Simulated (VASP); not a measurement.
# LaF5 (P-6m2) in VASP: relaxation of cell and atoms with PBE

Aim: the relaxation of cell and atoms of LaF5 with PBE.

Program: VASP 6.6.1. These are calculated values, not measurements. Logs are shortened: lines on timing, memory, paths and dates and some standing lists are left out, and cuts for length are marked.

### Step 1. The cell of the first run

Symmetry: P-6m2, No. 187, hexagonal system. The conventional cell has a = 4.946 Å, b = 4.946 Å, c = 4.686 Å, α = 90.00°, β = 90.00°, γ = 120.00°. Within 3.1 Å of La (site symmetry -6m2) lie 8 F at 2.34 to 2.47 Å. F (site symmetry mm2) has 6 F at 2.44 to 2.75 Å and 2 La at 2.47 Å within 3.2 Å. F (site symmetry -6m2) has 2 La at 2.34 Å and 3 F at 2.86 Å within 3.1 Å. Within 3.7 Å of F (site symmetry -6m2) lie 9 F at 2.75 to 2.86 Å and 6 La at 3.69 Å.

The cell was built from a structure type or drawn by symmetry, and may not be a known phase.

### Step 2. Relaxation of cell and atoms, PBE

Contents of INCAR:

```
SYSTEM = LaF5
ALGO = Normal
EDIFF = 1E-6
EDIFFG = -0.01
ENCUT = 600
GGA = PE
IBRION = 2
ISIF = 3
ISMEAR = 0
LASPH = .TRUE.
LCHARG = .FALSE.
LREAL = .FALSE.
LWAVE = .FALSE.
NELM = 80
NSW = 100
PREC = Accurate
SIGMA = 0.1
```

Contents of KPOINTS:

```
k-points
0
G
  12 12 8
  0 0 0
```

Contents of POSCAR:

```
LaF5
1.0
    4.9459157307      0.0000000000      0.0000000000
   -2.4729578653      4.2832886677      0.0000000000
    0.0000000000      0.0000000000      4.6860832694
La F
1 5
Direct
    0.3333333333      0.6666666667      0.5000000000
    0.8356749274      0.1643250726      0.5000000000
    0.8356749274      0.6713498548      0.5000000000
    0.3286501452      0.1643250726      0.5000000000
    0.3333333333      0.6666666667      0.0000000000
    0.6666666667      0.3333333333      0.0000000000
```

Potentials or basis: VASP PAW PBE potentials, release 64 (La, F).

On the command line:

```
$ cat potpaw_PBE.64/La/POTCAR potpaw_PBE.64/F/POTCAR > POTCAR
$ mpirun -np 1 vasp_std > vasp.out
```

OUTCAR:

```text
SYSTEM = LaF5
   EDIFF = 1E-6
   EDIFFG = -0.01
   ENCUT = 600
   GGA = PE
   IBRION = 2
   ISIF = 3
   ISMEAR = 0
   LASPH = .TRUE.
   LREAL = .FALSE.
   NELM = 80
   NSW = 100
   PREC = Accurate

 ion  position               nearest neighbor table
   1  0.333  0.667  0.500-   5 2.34   5 2.34   4 2.47   3 2.47   2 2.47   2 2.47   4 2.47   3 2.47

   2  0.836  0.164  0.500-   1 2.47   1 2.47
   3  0.836  0.671  0.500-   1 2.47   1 2.47
   4  0.329  0.164  0.500-   1 2.47   1 2.47
   5  0.333  0.667  0.000-   1 2.34   1 2.34
   6  0.667  0.333  0.000-

  LATTYP: Found a hexagonal cell.
 ALAT       =     4.9459157307
 C/A-ratio  =     0.9474652470

  Lattice vectors:

 A1 = (   4.9459157307,   0.0000000000,   0.0000000000)
 A2 = (  -2.4729578653,   4.2832886677,   0.0000000000)
 A3 = (   0.0000000000,   0.0000000000,   4.6860832694)

Analysis of symmetry for initial positions (statically):
=====================================================================
 Subroutine PRICEL returns:
 Original cell was already a primitive cell.

 Routine SETGRP: Setting up the symmetry group for a
 hexagonal supercell.

 Subroutine GETGRP returns: Found 12 space group operations
 (whereof 12 operations were pure point group operations)
 out of a pool of 24 trial point group operations.

The static configuration has the point symmetry D_3h.

Analysis of symmetry for dynamics (positions and initial velocities):
=====================================================================
 Subroutine PRICEL returns:
 Original cell was already a primitive cell.

 Routine SETGRP: Setting up the symmetry group for a
 hexagonal supercell.

 Subroutine GETGRP returns: Found 12 space group operations
 (whereof 12 operations were pure point group operations)
 out of a pool of 24 trial point group operations.

The dynamic configuration has the point symmetry D_3h.

 Subroutine INISYM returns: Found 12 space group operations
 (whereof 12 operations are pure point group operations),
 and found     1 'primitive' translations

----------------------------------------------------------------------------------------

                                     Primitive cell

  volume of cell :      99.2737

  direct lattice vectors                    reciprocal lattice vectors
     4.945915731  0.000000000  0.000000000     0.202187028  0.116732735  0.000000000
    -2.472957865  4.283288668  0.000000000     0.000000000  0.233465470  0.000000000
     0.000000000  0.000000000  4.686083269     0.000000000  0.000000000  0.213397830

  length of vectors
     4.945915731  4.945915731  4.686083269     0.233465470  0.233465470  0.213397830

  position of ions in fractional coordinates (direct lattice)
     0.333333333  0.666666667  0.500000000
     0.835674927  0.164325073  0.500000000
     0.835674927  0.671349855  0.500000000
     0.328650145  0.164325073  0.500000000
     0.333333333  0.666666667  0.000000000
     0.666666667  0.333333333  0.000000000

  ion indices of the primitive-cell ions
   primitive index   ion index
                 1           1
                 2           2
                 3           3
                 4           4
                 5           5
                 6           6

----------------------------------------------------------------------------------------

 KPOINTS: k-points

Automatic generation of k-mesh.
 Grid dimensions read from file:
 generate k-points for:   12   12    8

 Generating k-lattice:

  Cartesian coordinates                     Fractional coordinates (reciprocal lattice)
     0.016848919  0.009727728  0.000000000     0.083333333  0.000000000  0.000000000
     0.000000000  0.019455456  0.000000000     0.000000000  0.083333333  0.000000000
     0.000000000  0.000000000  0.026674729     0.000000000  0.000000000  0.125000000

  Length of vectors
     0.019455456  0.019455456  0.026674729

  Shift w.r.t. Gamma in fractional coordinates (k-lattice)
     0.000000000  0.000000000  0.000000000

 Subroutine IBZKPT returns following result:
 ===========================================

 Found     95 irreducible k-points:

 Following reciprocal coordinates:
            Coordinates               Weight
  0.000000  0.000000  0.000000      1.000000
  0.083333  0.000000  0.000000      6.000000
  0.166667  0.000000  0.000000      6.000000
  0.250000  0.000000  0.000000      6.000000
  0.333333  0.000000  0.000000      6.000000
  0.416667  0.000000  0.000000      6.000000
[... 16 lines left out ...]
  0.250000  0.000000  0.125000     12.000000
  0.333333  0.000000  0.125000     12.000000
 [... further k-points ...]
   k-points           NKPTS =     95   k-points in BZ     NKDIM =     95   number of bands    NBANDS=     27
   number of dos      NEDOS =    301   number of ions     NIONS =      6
   total plane-waves  NPLWV =  64000
   dimension x,y,z NGX =    40 NGY =   40 NGZ =   40
   dimension x,y,z NGXF=    80 NGYF=   80 NGZF=   80
   ions per type =               1   5
   NGX,Y,Z   is equivalent  to a cutoff of  13.45, 13.45, 14.19 a.u.
   NGXF,Y,Z  is equivalent  to a cutoff of  26.89, 26.89, 28.38 a.u.
 SYSTEM =  LaF5
   PREC   = accura    normal or accurate (medium, high low for compatibility)
   ISTART =      0    job   : 0-new  1-cont  2-samecut
   ICHARG =      2    charge: 1-file 2-atom 10-const
   ISPIN  =      1    spin polarized calculation?
   LNONCOLLINEAR =      F non collinear calculations
   LSORBIT =      F    spin-orbit coupling
   LASPH  =      T    aspherical Exc in radial PAW
   ENCUT  =  600.0 eV  44.10 Ry    6.64 a.u.   9.88  9.88  9.36*2*pi/ulx,y,z
   NELM   =     80;   NELMIN=  2; NELMDL= -5     # of ELM steps
   EDIFF  = 0.1E-05   stopping-criterion for ELM
   LREAL  =      F    real-space projection
   EDIFFG = -.1E-01   stopping-criterion for IOM
   NSW    =    100    number of steps for IOM
   IBRION =      2    ionic relax: 0-MD 1-quasi-New 2-CG
   NFREE  =      1    steps in history (QN), initial steepest desc. (CG)
   ISIF   =      3    stress and relaxation
   ISYM   =      2    0-nonsym 1-usesym 2-fastsym
   POTIM  = 0.5000    time-step for ionic-motion
   TEBEG  =    0.0;   TEEND  =   0.0 temperature during run
   PSTRESS=    0.0 pullay stress
   NELECT =      46.0000    total number of electrons
   NUPDOWN=      -1.0000    fix difference up-down
   EMIN   =  10.00;   EMAX   =-10.00  energy-range for DOS
   EFERMI =   0.00;   METHOD = LEGACY
   ISMEAR =     0;   SIGMA  =   0.10  broadening in eV -4-tet -1-fermi 0-gaus
   EFERMI_NEDOS =   21; number of points for ismear=-14 and -15
   IALGO  =     38    algorithm
   IMIX   =      4    mixing-type and parameters
     AMIX     =   0.40;   BMIX     =  1.00
     AMIX_MAG =   1.60;   BMIX_MAG =  1.00
  volume/ion in A,a.u.               =      16.55       111.66
  Fermi-wavevector in a.u.,A,eV,Ry     =   1.266823  2.393949 21.835196  1.604842
  Thomas-Fermi vector in A             =   2.400004
   LORBIT       =      0    0 simple, 1 ext, 2 COOP (PROOUT), +10 PAW based schemes
   GGA     = PE    functional components
   LHFCALC =     F    Hartree Fock is set to
   AEXX    =    0.0000 exact exchange contribution
   IVDW    =     0    specifies the selected vdW correction
   LEPSILON=     F    determine dielectric tensor
   LRPA    =     F    only Hartree local field effects (RPA)
 conjugate gradient relaxation of ions
 non-spin polarized calculation
 Gauss-broadening in eV      SIGMA  =   0.10
  energy-cutoff  :      600.00
  volume of cell :       99.27
 maximum number of plane-waves:      3336
 NGX is ok and might be reduce to    40
   NGX = 19   NGY = 19   NGZ = 19

--------------------------------------- Ionic step        1  -------------------------------------------

 number of electron      46.0000020 magnetization

 Free energy of the ion-electron system (eV)
  ---------------------------------------------------
  ext. energy  EPLUGINS =         0.00000000
  ---------------------------------------------------
  free energy    TOTEN  =       -28.47409647 eV

  energy without entropy =      -28.37508694  energy(sigma->0) =      -28.42459171

------------------------ aborting loop because EDIFF is reached ----------------------------------------

  FORCE on cell =-STRESS in cart. coord.  units (eV):
  Direction    XX          YY          ZZ          XY          YZ          ZX
  --------------------------------------------------------------------------------------
  -------------------------------------------------------------------------------------
  Total       -0.2436500     -0.2436500     -0.3338494     -0.0000000     -0.0000000      0.0000000
  in kB       -3.9322667     -3.9322667     -5.3879947     -0.0000000     -0.0000000      0.0000000
  external PRESSURE =      -4.4175093 kB  Pullay stress =       0.0000000 kB

 VOLUME and BASIS-vectors are now :
 -----------------------------------------------------------------------------
  energy-cutoff  :      600.00
  volume of cell :       99.27
      direct lattice vectors                 reciprocal lattice vectors
     4.945915731  0.000000000  0.000000000     0.202187028  0.116732735  0.000000000
    -2.472957865  4.283288668  0.000000000     0.000000000  0.233465470  0.000000000
     0.000000000  0.000000000  4.686083269     0.000000000  0.000000000  0.213397830

 POSITION                                       TOTAL-FORCE (eV/Angst)
 -----------------------------------------------------------------------------------
     -0.00000      2.85553      2.34304        -0.000000     -0.000000     -0.000000
      3.72681      0.70385      2.34304        -0.001482      0.000856     -0.000000
      2.47296      2.87559      2.34304        -0.000000     -0.001711      0.000000
      1.21911      0.70385      2.34304         0.001482      0.000856     -0.000000
     -0.00000      2.85553      0.00000        -0.000000     -0.000000     -0.000000
      2.47296      1.42776      0.00000        -0.000000     -0.000000     -0.000000
 -----------------------------------------------------------------------------------
    total drift:                                0.000001     -0.000000      0.000000

  FREE ENERGIE OF THE ION-ELECTRON SYSTEM (eV)
  ---------------------------------------------------
  free  energy   TOTEN  =       -28.4740964737 eV

  energy  without entropy=      -28.3750869448  energy(sigma->0) =      -28.42459171

--------------------------------------- Ionic step        2  -------------------------------------------

 number of electron      46.0000020 magnetization

 Free energy of the ion-electron system (eV)
  ---------------------------------------------------
  ext. energy  EPLUGINS =         0.00000000
  ---------------------------------------------------
  free energy    TOTEN  =       -28.47503007 eV

  energy without entropy =      -28.37670042  energy(sigma->0) =      -28.42586524

 E-fermi :  -1.5687     XC(G=0):  -8.6497

 val. band max:       -1.5691867414   @ k =   0.3333   0.0833   0.3750
 cond. band min:      -1.5685647533   @ k =   0.3333   0.0833   0.1250
 fundamental gap:      0.0006219881
 Fermi energy:        -1.5686509374

 k-point     1 :       0.0000    0.0000    0.0000
  band No.  band energies     occupation
      1     -30.2054      2.00000
      2     -22.1021      2.00000
      3     -21.4325      2.00000
      4     -21.4325      2.00000
      5     -21.3185      2.00000
      6     -20.6842      2.00000
[... 19 lines left out ...]
     26       4.7958      0.00000
     27       4.8921      0.00000
[... 661 lines left out ...]
 k-point    24 :       0.3333    0.0000    0.1250
  band No.  band energies     occupation
      1     -30.1706      2.00000
      2     -22.1650      2.00000
      3     -21.6283      2.00000
      4     -21.4834      2.00000
      5     -21.3599      2.00000
      6     -20.7070      2.00000
[... 19 lines left out ...]
     26       4.7608      0.00000
     27       4.8019      0.00000

 [... further k-points ...]

------------------------ aborting loop because EDIFF is reached ----------------------------------------

  FORCE on cell =-STRESS in cart. coord.  units (eV):
  Direction    XX          YY          ZZ          XY          YZ          ZX
  --------------------------------------------------------------------------------------
  -------------------------------------------------------------------------------------
  Total       -0.0037322     -0.0037322     -0.0250045     -0.0000000      0.0000000      0.0000000
  in kB       -0.0606338     -0.0606338     -0.4062244     -0.0000000      0.0000000      0.0000000
  external PRESSURE =      -0.1758306 kB  Pullay stress =       0.0000000 kB

 VOLUME and BASIS-vectors are now :
 -----------------------------------------------------------------------------
  energy-cutoff  :      600.00
  volume of cell :       98.62
      direct lattice vectors                 reciprocal lattice vectors
     4.936226415 -0.000000000  0.000000000     0.202583900  0.116961869  0.000000000
    -2.468113208  4.274897474 -0.000000000     0.000000000  0.233923739  0.000000000
    -0.000000000 -0.000000000  4.673504430     0.000000000  0.000000000  0.213972195

 POSITION                                       TOTAL-FORCE (eV/Angst)
 -----------------------------------------------------------------------------------
     -0.00000      2.84993      2.33675         0.000000     -0.000000     -0.000000
      3.71944      0.70251      2.33675        -0.000642      0.000371     -0.000000
      2.46811      2.86987      2.33675        -0.000000     -0.000742      0.000000
      1.21679      0.70251      2.33675         0.000642      0.000371     -0.000000
     -0.00000      2.84993      4.67350         0.000000     -0.000000     -0.000000
      2.46811      1.42497      4.67350         0.000000     -0.000000     -0.000000
 -----------------------------------------------------------------------------------
    total drift:                                0.000001     -0.000001     -0.000000

  FREE ENERGIE OF THE ION-ELECTRON SYSTEM (eV)
  ---------------------------------------------------
  free  energy   TOTEN  =       -28.4750300663 eV

  energy  without entropy=      -28.3767004169  energy(sigma->0) =      -28.42586524

 reached required accuracy - stopping structural energy minimisation
```

It took 14 min on 1 thread of Intel Xeon 6975P-C (Granite Rapids), shared host; peak memory 0.46 GiB.

What came out:

| Item | Value |
| --- | --- |
| Free energy | -28.4750 eV |
| Relaxed volume | 16.44 Å³/atom |
| Relaxed cell | a = 4.936 Å, b = 4.936 Å, c = 4.674 Å, α = 90.00°, β = 90.00°, γ = 120.00° |
| Space group after relaxing (to 0.1 Å) | P-6m2 (No. 187) |
| Energy gained by relaxing | 0.2 meV/atom |
| Ionic steps | 2 |
| Pressure after relaxing | 0.0 GPa |
| Band gap on the k mesh | zero (bands 23 and 24 overlap by 0.21 eV) |

Step by step:
```tsv
step	energy change (eV)	largest force (eV/Å)	pressure (GPa)	volume (Å³)
1	0.0000	0.0017	-0.44	99.27
2	-0.0009	0.0007	-0.02	98.62
```

Final structure:
```
CELL_PARAMETERS angstrom
4.93623 0.00000 0.00000
-2.46811 4.27490 0.00000
0.00000 0.00000 4.67350
ATOMIC_POSITIONS crystal
La 0.33333 0.66667 0.50000
F 0.83567 0.16433 0.50000
F 0.83567 0.67133 0.50000
F 0.32867 0.16433 0.50000
F 0.33333 0.66667 0.00000
F 0.66667 0.33333 0.00000
```

Caveat: spin-orbit coupling is left out, which moves the levels of the heavy elements.
